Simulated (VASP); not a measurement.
# Cu (Fm-3m) in VASP: settings compared

Aim: see how the results for Cu move with the level of theory and the settings. Levels: LDA, PBE. Tasks: single point.

Everything below comes from runs of VASP 6.6.1. Logs are shortened: lines on timing, memory, paths and dates and some standing lists are left out, and cuts for length are marked.

## Step 1: The cell of the first run

It takes space group Fm-3m (No. 225, cubic). Conventional cell: a = 3.582 Å, b = 3.582 Å, c = 3.582 Å, α = 90.00°, β = 90.00°, γ = 90.00°. Within 3.3 Å of Cu (site symmetry m-3m) lie 12 Cu at 2.53 Å.

## Step 2: Single point, LDA

INCAR reads:

```
SYSTEM = Cu
PREC     = Accurate       ! precision mode
ENCUT    = 520            ! plane-wave cutoff, eV
EDIFF    = 1E-6           ! SCF threshold, eV
ISMEAR   = -1             ! smearing method
SIGMA    = 0.06           ! smearing width, eV
LREAL    = .False.        ! projectors in reciprocal space
LASPH    = .True.         ! aspherical terms in the spheres
NELM     = 80             ! most SCF steps
ALGO     = Normal         ! electronic algorithm
ISIF     = 2              ! what is computed and relaxed
LWAVE    = .False.        ! write WAVECAR
LCHARG   = .False.        ! write CHGCAR
NBANDS   = 12             ! bands
```

KPOINTS reads:

```
regular mesh
0
Gamma
  12 12 12
  0 0 0
```

POSCAR reads:

```
Cu
1.0
    0.0000000000      1.7909305000      1.7909305000
    1.7909305000      0.0000000000      1.7909305000
    1.7909305000      1.7909305000      0.0000000000
Cu
1
Direct
    0.0000000000      0.0000000000      0.0000000000
```

Potentials or basis: VASP PAW LDA potentials, release 64 (Cu).

On the command line:

```console
cat potpaw_LDA.64/Cu/POTCAR > POTCAR
mpirun -np 1 vasp_std > vasp.out
```

OUTCAR:

```text
SYSTEM = Cu
   PREC = Accurate
   ENCUT = 520
   EDIFF = 1E-6
   ISMEAR = -1
   LREAL = .False.
   LASPH = .True.
   NELM = 80
   ISIF = 2

 ion  position               nearest neighbor table
   1  0.000  0.000  0.000-

  LATTYP: Found a face centered cubic cell.
 ALAT       =     3.5818610000

  Lattice vectors:

 A1 = (   0.0000000000,   1.7909305000,   1.7909305000)
 A2 = (   1.7909305000,   0.0000000000,   1.7909305000)
 A3 = (   1.7909305000,   1.7909305000,   0.0000000000)

Analysis of symmetry for initial positions (statically):
[... 5 lines left out ...]
 face centered cubic supercell.

 Subroutine GETGRP returns: Found 48 space group operations
 (whereof 48 operations were pure point group operations)
 out of a pool of 48 trial point group operations.

The static configuration has the point symmetry O_h .

Analysis of symmetry for dynamics (positions and initial velocities):
[... 5 lines left out ...]
 face centered cubic supercell.

 Subroutine GETGRP returns: Found 48 space group operations
 (whereof 48 operations were pure point group operations)
 out of a pool of 48 trial point group operations.

The dynamic configuration has the point symmetry O_h .

 Subroutine INISYM returns: Found 48 space group operations
 (whereof 48 operations are pure point group operations),
 and found     1 'primitive' translations

----------------------------------------------------------------------------------------

                                     Primitive cell

  volume of cell :      11.4886

  direct lattice vectors                    reciprocal lattice vectors
     0.000000000  1.790930500  1.790930500    -0.279184480  0.279184480  0.279184480
     1.790930500  0.000000000  1.790930500     0.279184480 -0.279184480  0.279184480
     1.790930500  1.790930500  0.000000000     0.279184480  0.279184480 -0.279184480

  length of vectors
     2.532758202  2.532758202  2.532758202     0.483561704  0.483561704  0.483561704

  position of ions in fractional coordinates (direct lattice)
     0.000000000  0.000000000  0.000000000

  ion indices of the primitive-cell ions
   primitive index   ion index
                 1           1

----------------------------------------------------------------------------------------

 KPOINTS: regular mesh

Automatic generation of k-mesh.
 Grid dimensions read from file:
 generate k-points for:   12   12   12

 Generating k-lattice:

  Cartesian coordinates                     Fractional coordinates (reciprocal lattice)
    -0.023265373  0.023265373  0.023265373     0.083333333  0.000000000  0.000000000
     0.023265373 -0.023265373  0.023265373     0.000000000  0.083333333  0.000000000
     0.023265373  0.023265373 -0.023265373     0.000000000  0.000000000  0.083333333

  Length of vectors
     0.040296809  0.040296809  0.040296809

  Shift w.r.t. Gamma in fractional coordinates (k-lattice)
     0.000000000  0.000000000  0.000000000

 Subroutine IBZKPT returns following result:
 ===========================================

 Found     72 irreducible k-points:

 Following reciprocal coordinates:
            Coordinates               Weight
  0.000000  0.000000  0.000000      1.000000
  0.083333  0.000000  0.000000      8.000000
  0.166667  0.000000  0.000000      8.000000
  0.250000  0.000000  0.000000      8.000000
  0.333333  0.000000  0.000000      8.000000
  0.416667  0.000000  0.000000      8.000000
[... 16 lines left out ...]
  0.500000  0.166667  0.000000     24.000000
 -0.416667  0.166667  0.000000     24.000000
 [... further k-points ...]
   k-points           NKPTS =     72   k-points in BZ     NKDIM =     72   number of bands    NBANDS=     12
   number of dos      NEDOS =    301   number of ions     NIONS =      1
   total plane-waves  NPLWV =   8000
   dimension x,y,z NGX =    20 NGY =   20 NGZ =   20
   dimension x,y,z NGXF=    40 NGYF=   40 NGZF=   40
   ions per type =               1
   NGX,Y,Z   is equivalent  to a cutoff of  13.13, 13.13, 13.13 a.u.
   NGXF,Y,Z  is equivalent  to a cutoff of  26.26, 26.26, 26.26 a.u.
 SYSTEM =  Cu
   PREC   = accura    normal or accurate (medium, high low for compatibility)
   ISTART =      0    job   : 0-new  1-cont  2-samecut
   ICHARG =      2    charge: 1-file 2-atom 10-const
   ISPIN  =      1    spin polarized calculation?
   LNONCOLLINEAR =      F non collinear calculations
   LSORBIT =      F    spin-orbit coupling
   LASPH  =      T    aspherical Exc in radial PAW
   ENCUT  =  520.0 eV  38.22 Ry    6.18 a.u.   4.71  4.71  4.71*2*pi/ulx,y,z
   NELM   =     80;   NELMIN=  2; NELMDL= -5     # of ELM steps
   EDIFF  = 0.1E-05   stopping-criterion for ELM
   LREAL  =      F    real-space projection
   EDIFFG = 0.1E-04   stopping-criterion for IOM
   NSW    =      0    number of steps for IOM
   IBRION =     -1    ionic relax: 0-MD 1-quasi-New 2-CG
   NFREE  =      0    steps in history (QN), initial steepest desc. (CG)
   ISIF   =      2    stress and relaxation
   ISYM   =      2    0-nonsym 1-usesym 2-fastsym
   POTIM  = 0.5000    time-step for ionic-motion
   TEBEG  =    0.0;   TEEND  =   0.0 temperature during run
   PSTRESS=    0.0 pullay stress
   NELECT =      11.0000    total number of electrons
   NUPDOWN=      -1.0000    fix difference up-down
   EMIN   =  10.00;   EMAX   =-10.00  energy-range for DOS
   EFERMI =   0.00;   METHOD = LEGACY
   ISMEAR =    -1;   SIGMA  =   0.06  broadening in eV -4-tet -1-fermi 0-gaus
   EFERMI_NEDOS =   21; number of points for ismear=-14 and -15
   IALGO  =     38    algorithm
   IMIX   =      4    mixing-type and parameters
     AMIX     =   0.40;   BMIX     =  1.00
     AMIX_MAG =   1.60;   BMIX_MAG =  1.00
  volume/ion in A,a.u.               =      11.49        77.53
  Fermi-wavevector in a.u.,A,eV,Ry     =   1.613555  3.049176 35.423563  2.603558
  Thomas-Fermi vector in A             =   2.708605
   LORBIT       =      0    0 simple, 1 ext, 2 COOP (PROOUT), +10 PAW based schemes
   GGA     = CA    functional components
   LHFCALC =     F    Hartree Fock is set to
   AEXX    =    0.0000 exact exchange contribution
   IVDW    =     0    specifies the selected vdW correction
   LEPSILON=     F    determine dielectric tensor
   LRPA    =     F    only Hartree local field effects (RPA)
 non-spin polarized calculation
  energy-cutoff  :      520.00
  volume of cell :       11.49
 maximum number of plane-waves:       331
   NGX =  9   NGY =  9   NGZ =  9

 number of electron      11.0000011 magnetization

 Free energy of the ion-electron system (eV)
  ---------------------------------------------------
  ext. energy  EPLUGINS =         0.00000000
  ---------------------------------------------------
  free energy    TOTEN  =        -4.69157701 eV

  energy without entropy =       -4.68757919  energy(sigma->0) =       -4.68957810

 E-fermi :   7.6021     XC(G=0): -13.2654

 val. band max:        7.5416733515   @ k =   0.4167   0.4167   0.0000
 cond. band min:       7.6039297813   @ k =   0.5000   0.3333   0.1667
 fundamental gap:      0.0622564298
 Fermi energy:         7.6021006997

 k-point     1 :       0.0000    0.0000    0.0000
  band No.  band energies     occupation
      1      -1.8715      2.00000
      2       4.5245      2.00000
      3       4.5245      2.00000
      4       4.5245      2.00000
      5       5.3989      2.00000
      6       5.3989      2.00000
      7      30.5922      0.00000
      8      33.2738      0.00000
      9      33.2738      0.00000
     10      33.2738      0.00000
     11      35.8311      0.00000
     12      35.8311      0.00000

 k-point     2 :       0.0833    0.0000    0.0000
  band No.  band energies     occupation
      1      -1.6142      2.00000
      2       4.4700      2.00000
      3       4.5731      2.00000
      4       4.5731      2.00000
      5       5.3807      2.00000
      6       5.3807      2.00000
      7      28.8755      0.00000
      8      31.4898      0.00000
      9      32.5821      0.00000
     10      32.5821      0.00000
     11      36.8730      0.00000
     12      36.8730      0.00000

 k-point     3 :       0.1667    0.0000    0.0000
  band No.  band energies     occupation
      1      -0.8644      2.00000
      2       4.3429      2.00000
      3       4.6705      2.00000
      4       4.6705      2.00000
      5       5.3710      2.00000
      6       5.3710      2.00000
      7      24.6038      0.00000
      8      31.0634      0.00000
      9      31.5965      0.00000
     10      31.5965      0.00000
     11      37.7350      0.00000
     12      38.2082      0.00000

 k-point     4 :       0.2500    0.0000    0.0000
  band No.  band energies     occupation
      1       0.2847      2.00000
      2       4.2653      2.00000
      3       4.6912      2.00000
      4       4.6912      2.00000
      5       5.4829      2.00000
      6       5.4829      2.00000
      7      20.3515      0.00000
      8      30.5130      0.00000
      9      30.8379      0.00000
     10      30.8379      0.00000
     11      36.5879      0.00000
     12      36.5879      0.00000

 k-point     5 :       0.3333    0.0000    0.0000
  band No.  band energies     occupation
      1       1.5290      2.00000
      2       4.5408      2.00000
      3       4.6139      2.00000
      4       4.6139      2.00000
      5       5.7085      2.00000
      6       5.7085      2.00000
      7      16.4625      0.00000
      8      29.8280      0.00000
      9      30.3495      0.00000
     10      30.3495      0.00000
     11      34.7901      0.00000
     12      34.7901      0.00000
[... 228 lines left out ...]
      1       1.4449      2.00000
      2       3.8834      2.00000
      3       4.5857      2.00000
      4       4.9878      2.00000
      5       5.7411      2.00000
      6       5.8066      2.00000
      7      19.6831      0.00000
      8      25.7923      0.00000
      9      26.8472      0.00000
     10      28.7286      0.00000
     11      34.9603      0.00000
     12      40.1776      0.00000

 k-point    22 :       0.4167    0.1667    0.0000
  band No.  band energies     occupation
      1       2.4438      2.00000
      2       3.9945      2.00000
      3       4.4476      2.00000
      4       4.9144      2.00000
      5       5.9705      2.00000
      6       6.6586      2.00000
      7      15.9283      0.00000
      8      25.1509      0.00000
      9      25.6278      0.00000
     10      28.3431      0.00000
     11      38.1912      0.00000
     12      39.5396      0.00000

 k-point    23 :       0.5000    0.1667    0.0000
  band No.  band energies     occupation
      1       2.8497      2.00000
      2       4.1210      2.00000
      3       4.6196      2.00000
      4       4.8357      2.00000
      5       6.0119      2.00000
      6       8.1608      0.00018
      7      12.8143      0.00000
      8      23.6997      0.00000
      9      26.0657      0.00000
     10      28.3626      0.00000
     11      38.2201      0.00000
     12      38.6643      0.00000

 k-point    24 :      -0.4167    0.1667    0.0000
  band No.  band energies     occupation
      1       2.9062      2.00000
      2       4.1672      2.00000
      3       4.7117      2.00000
      4       4.7996      2.00000
      5       5.8881      2.00000
      6       8.6953      0.00000
      7      12.1122      0.00000
      8      22.6793      0.00000
      9      27.1146      0.00000
     10      28.7794      0.00000
     11      37.3188      0.00000
     12      38.1593      0.00000

 [... further k-points ...]
[... 5 lines left out ...]
  --------------------------------------------------------------------------------------
  -------------------------------------------------------------------------------------
  Total       -0.5820273     -0.5820273     -0.5820273      0.0000000      0.0000000     -0.0000000
  in kB      -81.1685486    -81.1685486    -81.1685486      0.0000000      0.0000000     -0.0000000
  external PRESSURE =     -81.1685486 kB  Pullay stress =       0.0000000 kB

 VOLUME and BASIS-vectors are now :
 -----------------------------------------------------------------------------
  energy-cutoff  :      520.00
  volume of cell :       11.49
      direct lattice vectors                 reciprocal lattice vectors
     0.000000000  1.790930500  1.790930500    -0.279184480  0.279184480  0.279184480
     1.790930500  0.000000000  1.790930500     0.279184480 -0.279184480  0.279184480
     1.790930500  1.790930500  0.000000000     0.279184480  0.279184480 -0.279184480

 POSITION                                       TOTAL-FORCE (eV/Angst)
 -----------------------------------------------------------------------------------
      0.00000      0.00000      0.00000         0.000000      0.000000      0.000000
 -----------------------------------------------------------------------------------
    total drift:                                0.000000      0.000000      0.000000

  FREE ENERGIE OF THE ION-ELECTRON SYSTEM (eV)
  ---------------------------------------------------
  free  energy   TOTEN  =        -4.6915770068 eV

  energy  without entropy=       -4.6875791888  energy(sigma->0) =       -4.68957810
```

Run time: 13 s. Hardware: 1 thread of Intel Xeon 8259CL, shared host; peak memory 0.12 GiB.

What came out:

```yaml
Free_energy: -4.6916 eV
Pressure: -8.1 GPa
```

Levels at points of the mesh, in eV from the Fermi level:
```csv
k point,band 2,band 3,band 4,band 5,band 6,band 7,band 8,band 9,band 10,band 11
"(0.00, 0.00, 0.00)",-3.08,-3.08,-3.08,-2.20,-2.20,22.99,25.67,25.67,25.67,28.23
"(0.50, 0.00, 0.00)",-3.11,-3.11,-1.61,-1.61,-0.97,3.95,21.49,22.43,22.43,25.57
"(0.50, 0.50, 0.00)",-4.53,-1.62,-1.46,-1.46,1.55,7.39,13.30,13.30,18.01,20.80
```

## Step 3: Single point, PBE

INCAR reads:

```
PREC = Accurate
ENCUT = 520
EDIFF = 1E-6
ISMEAR = -1
SIGMA = 0.06
LREAL = False
LASPH = True
NELM = 100
ALGO = Normal
ISIF = 2
LWAVE = False
LCHARG = False
GGA = PE
NBANDS = 12
```

KPOINTS reads:

```
Automatic mesh
0
Gamma
  12 12 12
```

POSCAR is that of step 2.

Potentials or basis: VASP PAW PBE potentials, release 64 (Cu).

On the command line:

```console
cat potpaw_PBE.64/Cu/POTCAR > POTCAR
mpirun -np 1 vasp_std > vasp.out
```

OUTCAR:

```text
PREC = Accurate
   ENCUT = 520
   EDIFF = 1E-6
   ISMEAR = -1
   LREAL = False
   LASPH = True
   NELM = 100
   ISIF = 2
   GGA = PE

 ion  position               nearest neighbor table
   1  0.000  0.000  0.000-

  LATTYP: Found a face centered cubic cell.
 ALAT       =     3.5818610000

  Lattice vectors:

 A1 = (   0.0000000000,   1.7909305000,   1.7909305000)
 A2 = (   1.7909305000,   0.0000000000,   1.7909305000)
 A3 = (   1.7909305000,   1.7909305000,   0.0000000000)

Analysis of symmetry for initial positions (statically):
[... 5 lines left out ...]
 face centered cubic supercell.

 Subroutine GETGRP returns: Found 48 space group operations
 (whereof 48 operations were pure point group operations)
 out of a pool of 48 trial point group operations.

The static configuration has the point symmetry O_h .

Analysis of symmetry for dynamics (positions and initial velocities):
[... 5 lines left out ...]
 face centered cubic supercell.

 Subroutine GETGRP returns: Found 48 space group operations
 (whereof 48 operations were pure point group operations)
 out of a pool of 48 trial point group operations.
[... 143 lines left out ...]

  energy without entropy =       -3.71174665  energy(sigma->0) =       -3.71372498

 E-fermi :   7.8591     XC(G=0): -12.8879

 val. band max:        7.7972601219   @ k =   0.4167   0.4167   0.0000
 cond. band min:       7.8634881341   @ k =   0.5000   0.3333   0.1667
 fundamental gap:      0.0662280122
 Fermi energy:         7.8590790176

 k-point     1 :       0.0000    0.0000    0.0000
  band No.  band energies     occupation
      1      -1.6312      2.00000
      2       4.8141      2.00000
      3       4.8141      2.00000
      4       4.8141      2.00000
      5       5.6721      2.00000
      6       5.6721      2.00000
      7      30.7478      0.00000
      8      33.6081      0.00000
      9      33.6081      0.00000
     10      33.6081      0.00000
     11      36.1242      0.00000
     12      36.1242      0.00000
[... 331 lines left out ...]
 k-point    24 :      -0.4167    0.1667    0.0000
  band No.  band energies     occupation
      1       3.1906      2.00000
      2       4.4400      2.00000
      3       4.9813      2.00000
      4       5.0791      2.00000
      5       6.1626      2.00000
      6       8.9334      0.00000
      7      12.3886      0.00000
      8      22.9434      0.00000
      9      27.4536      0.00000
     10      29.0078      0.00000
     11      37.6314      0.00000
     12      38.3930      0.00000

 [... further k-points ...]
[... 5 lines left out ...]
  --------------------------------------------------------------------------------------
  -------------------------------------------------------------------------------------
  Total        0.4784736      0.4784736      0.4784736     -0.0000000     -0.0000000      0.0000000
  in kB       66.7271125     66.7271125     66.7271125     -0.0000000     -0.0000000      0.0000000
  external PRESSURE =      66.7271125 kB  Pullay stress =       0.0000000 kB

 VOLUME and BASIS-vectors are now :
 -----------------------------------------------------------------------------
  energy-cutoff  :      520.00
  volume of cell :       11.49
      direct lattice vectors                 reciprocal lattice vectors
     0.000000000  1.790930500  1.790930500    -0.279184480  0.279184480  0.279184480
     1.790930500  0.000000000  1.790930500     0.279184480 -0.279184480  0.279184480
     1.790930500  1.790930500  0.000000000     0.279184480  0.279184480 -0.279184480

 POSITION                                       TOTAL-FORCE (eV/Angst)
 -----------------------------------------------------------------------------------
      0.00000      0.00000      0.00000         0.000000      0.000000      0.000000
 -----------------------------------------------------------------------------------
    total drift:                                0.000000     -0.000000      0.000000

  FREE ENERGIE OF THE ION-ELECTRON SYSTEM (eV)
  ---------------------------------------------------
  free  energy   TOTEN  =        -3.7157033106 eV

  energy  without entropy=       -3.7117466464  energy(sigma->0) =       -3.71372498
```

Run time: 15 s. Hardware: 1 thread of Intel Xeon 8259CL, shared host; peak memory 0.13 GiB.

What came out:

- Free energy: -3.7157 eV
- Pressure: 6.7 GPa

Levels at points of the mesh, in eV from the Fermi level:
| k point | band 3 | band 4 | band 5 | band 6 | band 7 | band 8 | band 9 | band 10 |
| --- | --- | --- | --- | --- | --- | --- | --- | --- |
| (0.00, 0.00, 0.00) | -3.04 | -3.04 | -2.19 | -2.19 | 22.89 | 25.75 | 25.75 | 25.75 |
| (0.50, 0.00, 0.00) | -3.08 | -1.59 | -1.59 | -1.01 | 3.97 | 21.37 | 22.58 | 22.58 |
| (0.50, 0.50, 0.00) | -1.61 | -1.45 | -1.45 | 1.55 | 7.38 | 13.37 | 13.37 | 17.93 |
